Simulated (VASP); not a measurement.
# Cd2Pd3I (P1) in VASP: a series of runs, part 2 of 2

VASP 6.6.1. The steps go on from the part before.

### 4 Single point, PBE

Input file INCAR:

```
SYSTEM = Cd2Pd3I
PREC     = Accurate       ! precision mode
ENCUT    = 520            ! plane-wave cutoff, eV
EDIFF    = 1E-7           ! SCF threshold, eV
ISMEAR   = 0              ! smearing method
SIGMA    = 0.1            ! smearing width, eV
LREAL    = .FALSE.        ! projectors in reciprocal space
LASPH    = .TRUE.         ! aspherical terms in the spheres
NELM     = 100            ! most SCF steps
ALGO     = Normal         ! electronic algorithm
ISIF     = 2              ! what is computed and relaxed
LWAVE    = .FALSE.        ! write WAVECAR
LCHARG   = .TRUE.         ! write CHGCAR
GGA      = PE             ! functional
LELF     = .TRUE.         ! ELF
LVHAR    = .TRUE.       
NBANDS   = 73             ! bands
```

Input file KPOINTS:

```
regular mesh
0
G
  3 3 2
  0 0 0
```

Input file POSCAR:

```
Cd2Pd3I
1.0
    4.0950620000      4.8168250000     -0.1238320000
    3.9546950000     -4.6928650000      0.0635940000
    1.3034230000      0.1679570000     -7.3506750000
Cd Pd I
4 6 2
Direct
    0.1852380662      0.8392053146      1.0112999177
    0.8684581143      0.1825537577      0.5060603847
    0.6313024004      0.3303325932      0.8562315341
    0.3063620542      0.6190540256      0.3933838315
    0.1116140510      0.0389695776      0.7174253848
    0.0210937791      0.1312120702      0.1845739630
    0.0203509414      0.4969388051      0.9551659172
    0.4903417447      0.0194726169      0.4636245437
    0.4994565292      0.3609263215      0.2062837831
    0.3875001054      0.4927382177      0.7299293305
    0.6532404152      0.8797611293      0.9302943556
    0.8534631881      0.6562777133      0.4626296594
```

Potentials or basis: VASP PAW PBE potentials, release 64 (Cd, Pd, I).

Started as:

```
cat potpaw_PBE.64/Cd/POTCAR potpaw_PBE.64/Pd/POTCAR potpaw_PBE.64/I/POTCAR > POTCAR
mpirun -np 1 vasp_std > vasp.out
```

OUTCAR:

```text
SYSTEM = Cd2Pd3I
   PREC = Accurate
   ENCUT = 520
   EDIFF = 1E-7
   ISMEAR = 0
   LREAL = .FALSE.
   LASPH = .TRUE.
   NELM = 100
   ISIF = 2
   GGA = PE

 ion  position               nearest neighbor table
   1  0.185  0.839  0.011-   7 2.29   6 2.56   5 2.56  11 2.90   4 3.30  10 3.38  11 3.55  12 3.67
                             3 3.74
   2  0.868  0.183  0.506-   8 2.51   6 2.52   5 2.56  12 2.92   3 3.10  12 3.26   4 3.47  11 3.49

   3  0.631  0.330  0.856-  10 2.25   9 2.65   7 2.74  11 2.80   2 3.10  12 3.38  11 3.45   1 3.74

   4  0.306  0.619  0.393-   9 2.54   8 2.67  10 2.71  12 2.88   1 3.30   2 3.47  12 3.55
   5  0.112  0.039  0.717-   2 2.56   1 2.56   8 2.85  10 3.05  11 3.05  12 3.50
   6  0.021  0.131  0.185-   2 2.52   1 2.56   7 2.71   9 3.15  12 3.35  11 3.47
   7  0.020  0.497  0.955-   1 2.29  10 2.66   6 2.71   3 2.74
   8  0.490  0.019  0.464-   2 2.51   4 2.67   9 2.71   5 2.85  12 3.45
   9  0.499  0.361  0.206-   4 2.54   3 2.65   8 2.71   6 3.15
  10  0.388  0.493  0.730-   3 2.25   7 2.66   4 2.71   5 3.05  12 3.26  11 3.28   1 3.38
  11  0.653  0.880  0.930-   3 2.80   1 2.90   5 3.05  10 3.28   3 3.45   6 3.47   2 3.49   1 3.55

  12  0.853  0.656  0.463-   4 2.88   2 2.92  10 3.26   2 3.26   6 3.35   3 3.38   8 3.45   5 3.50
                             4 3.55   1 3.67

  LATTYP: Found a triclinic cell.
 ALAT       =     8.0509367441
 B/A-ratio  =     0.7854367290
 C/A-ratio  =     1.2496708745
 COS(alpha) =     0.0100439201
 COS(beta)  =     0.5210405891
 COS(gamma) =     0.6593740822

  Lattice vectors:

 A1 = (  -8.0497570000,  -0.1239600000,   0.0602380000)
 A2 = (  -4.0950620000,  -4.8168250000,   0.1238320000)
 A3 = (  -5.2581180000,   4.5249080000,   7.2870810000)

Analysis of symmetry for initial positions (statically):
=====================================================================
 Subroutine PRICEL returns:
 Original cell was already a primitive cell.

 Routine SETGRP: Setting up the symmetry group for a
 triclinic supercell.

 Subroutine GETGRP returns: Found  1 space group operations
 (whereof  1 operations were pure point group operations)
 out of a pool of  2 trial point group operations.

The static configuration has the point symmetry C_1 .

Analysis of symmetry for dynamics (positions and initial velocities):
=====================================================================
 Subroutine PRICEL returns:
 Original cell was already a primitive cell.

 Routine SETGRP: Setting up the symmetry group for a
 triclinic supercell.

 Subroutine GETGRP returns: Found  1 space group operations
 (whereof  1 operations were pure point group operations)
 out of a pool of  2 trial point group operations.

The dynamic configuration has the point symmetry C_1 .

 Subroutine INISYM returns: Found  1 space group operations
 (whereof  1 operations are pure point group operations),
 and found     1 'primitive' translations

----------------------------------------------------------------------------------------

                                     Primitive cell

  volume of cell :     280.8015

  direct lattice vectors                    reciprocal lattice vectors
     4.095062000  4.816825000 -0.123832000     0.122809329  0.103819128  0.024148755
     3.954695000 -4.692865000  0.063594000     0.126018258 -0.106623589  0.019909317
     1.303423000  0.167957000 -7.350675000    -0.000978647 -0.002671421 -0.136276502
[... 75 lines left out ...]
   dimension x,y,z NGXF=    96 NGYF=   96 NGZF=  112
   ions per type =               4   6   2
   NGX,Y,Z   is equivalent  to a cutoff of  12.62, 13.00, 12.47 a.u.
   NGXF,Y,Z  is equivalent  to a cutoff of  25.24, 26.00, 24.94 a.u.
 SYSTEM =  Cd2Pd3I
   PREC   = accura    normal or accurate (medium, high low for compatibility)
   ISTART =      0    job   : 0-new  1-cont  2-samecut
   ICHARG =      2    charge: 1-file 2-atom 10-const
   ISPIN  =      1    spin polarized calculation?
   LNONCOLLINEAR =      F non collinear calculations
   LSORBIT =      F    spin-orbit coupling
   LASPH  =      T    aspherical Exc in radial PAW
   ENCUT  =  520.0 eV  38.22 Ry    6.18 a.u.  11.76 11.41 13.88*2*pi/ulx,y,z
   NELM   =    100;   NELMIN=  2; NELMDL= -5     # of ELM steps
   EDIFF  = 0.1E-06   stopping-criterion for ELM
   LREAL  =      F    real-space projection
   EDIFFG = 0.1E-05   stopping-criterion for IOM
   NSW    =      0    number of steps for IOM
   IBRION =     -1    ionic relax: 0-MD 1-quasi-New 2-CG
   NFREE  =      0    steps in history (QN), initial steepest desc. (CG)
   ISIF   =      2    stress and relaxation
   ISYM   =      2    0-nonsym 1-usesym 2-fastsym
   POTIM  = 0.5000    time-step for ionic-motion
   TEBEG  =    0.0;   TEEND  =   0.0 temperature during run
   PSTRESS=    0.0 pullay stress
   NELECT =     122.0000    total number of electrons
   NUPDOWN=      -1.0000    fix difference up-down
   EMIN   =  10.00;   EMAX   =-10.00  energy-range for DOS
   EFERMI =   0.00;   METHOD = LEGACY
   ISMEAR =     0;   SIGMA  =   0.10  broadening in eV -4-tet -1-fermi 0-gaus
   EFERMI_NEDOS =   21; number of points for ismear=-14 and -15
   IALGO  =     38    algorithm
   IMIX   =      4    mixing-type and parameters
     AMIX     =   0.40;   BMIX     =  1.00
     AMIX_MAG =   1.60;   BMIX_MAG =  1.00
  volume/ion in A,a.u.               =      23.40       157.91
  Fermi-wavevector in a.u.,A,eV,Ry     =   1.239924  2.343116 20.917744  1.537411
  Thomas-Fermi vector in A             =   2.374386
   LORBIT       =      0    0 simple, 1 ext, 2 COOP (PROOUT), +10 PAW based schemes
   GGA     = PE    functional components
   LHFCALC =     F    Hartree Fock is set to
   AEXX    =    0.0000 exact exchange contribution
   IVDW    =     0    specifies the selected vdW correction
   LEPSILON=     F    determine dielectric tensor
   LRPA    =     F    only Hartree local field effects (RPA)
 non-spin polarized calculation
 Gauss-broadening in eV      SIGMA  =   0.10
  energy-cutoff  :      520.00
  volume of cell :      280.80
 maximum number of plane-waves:      7581
   NGX = 23   NGY = 23   NGZ = 27

 number of electron     122.0000013 magnetization

 Free energy of the ion-electron system (eV)
  ---------------------------------------------------
  ext. energy  EPLUGINS =         0.00000000
  ---------------------------------------------------
  free energy    TOTEN  =       -31.04717009 eV

  energy without entropy =      -31.01161451  energy(sigma->0) =      -31.02939230

 E-fermi :   4.6460     XC(G=0): -10.4622

 val. band max:        4.5751885956   @ k =  -0.0000  -0.0000   0.5000
 cond. band min:       4.6572973443   @ k =  -0.3333   0.3333   0.5000
 fundamental gap:      0.0821087487
 Fermi energy:         4.6459844043

 k-point     1 :       0.0000    0.0000    0.0000
  band No.  band energies     occupation
      1      -9.1367      2.00000
      2      -8.8878      2.00000
      3      -4.4271      2.00000
      4      -4.2379      2.00000
      5      -4.2009      2.00000
      6      -4.1343      2.00000
[... 749 lines left out ...]
     72       9.0957      0.00000
     73       9.6217      0.00000

------------------------ aborting loop because EDIFF is reached ----------------------------------------

  FORCE on cell =-STRESS in cart. coord.  units (eV):
  Direction    XX          YY          ZZ          XY          YZ          ZX
  --------------------------------------------------------------------------------------
  -------------------------------------------------------------------------------------
  Total        8.2939286     16.8663458      5.1545141     -0.9808938     -3.6922871     -4.1947232
  in kB       47.3229102     96.2348009     29.4102610     -5.5967145    -21.0671898    -23.9339544
  external PRESSURE =      57.6559907 kB  Pullay stress =       0.0000000 kB

 VOLUME and BASIS-vectors are now :
 -----------------------------------------------------------------------------
  energy-cutoff  :      520.00
  volume of cell :      280.80
      direct lattice vectors                 reciprocal lattice vectors
     4.095062000  4.816825000 -0.123832000     0.122809329  0.103819128  0.024148755
     3.954695000 -4.692865000  0.063594000     0.126018258 -0.106623589  0.019909317
     1.303423000  0.167957000 -7.350675000    -0.000978647 -0.002671421 -0.136276502

 POSITION                                       TOTAL-FORCE (eV/Angst)
 -----------------------------------------------------------------------------------
      4.09209     -3.04412     -0.05263         3.536658     -0.551207     -1.252192
      4.93795      3.41151     -3.81582         0.811070     -0.231919     -0.508328
      5.00762      1.63448     -6.35105         1.216912      4.213695     -1.965455
      4.21549     -1.36337     -2.89021        -0.043721     -0.293888     -0.153029
      1.54629      0.47524     -5.28490         0.693393      0.175964      0.234312
      0.84586     -0.48316     -1.35101         0.541221     -0.296184      0.814978
      3.29356     -2.07361     -6.99203        -4.193356      1.901064      0.631165
      2.68929      2.34838     -3.46744        -0.919401     -1.224565     -0.101120
      3.74153      0.74666     -1.55522        -0.519996      0.781275      0.059036
      4.48687     -0.32324     -5.38212        -1.248053     -4.696267      2.285813
      7.36681     -0.82581     -6.86324         0.127980      1.258333     -0.276090
      6.69336      1.10886     -3.46459        -0.002708     -1.036299      0.230910
 -----------------------------------------------------------------------------------
    total drift:                               -0.000080      0.000355     -0.000641

  FREE ENERGIE OF THE ION-ELECTRON SYSTEM (eV)
  ---------------------------------------------------
  free  energy   TOTEN  =       -31.0471700855 eV

  energy  without entropy=      -31.0116145112  energy(sigma->0) =      -31.02939230
```

It took 4.6 min on 1 thread of AMD EPYC 7R43 (Zen 3), shared host; peak memory 0.38 GiB.

What came out:

- Free energy: -31.0472 eV
- Pressure: 5.8 GPa
- Largest force: 5.370 eV/Å
- Band gap on the k mesh: zero (band 61 reaches 4.70 eV, above the bottom of band 62 at 4.55 eV)

Forces on the atoms (eV/Å):
```
Cd   3.537 -0.551 -1.252
Cd   0.811 -0.232 -0.508
Cd   1.217  4.214 -1.965
Cd  -0.044 -0.294 -0.153
Pd   0.693  0.176  0.234
Pd   0.541 -0.296  0.815
Pd  -4.193  1.901  0.631
Pd  -0.919 -1.225 -0.101
Pd  -0.520  0.781  0.059
Pd  -1.248 -4.696  2.286
I    0.128  1.258 -0.276
I   -0.003 -1.036  0.231
```

Stress tensor (GPa, compression positive):
```
 4.73 -0.56 -2.39
-0.56  9.62 -2.11
-2.39 -2.11  2.94
```

Caveat: the k points lie up to 0.43 Å⁻¹ apart; spin-orbit coupling is left out, which moves the levels of the heavy elements; forces of over 1 eV/Å act on the atoms, so gaps and moduli don't describe the material at rest.
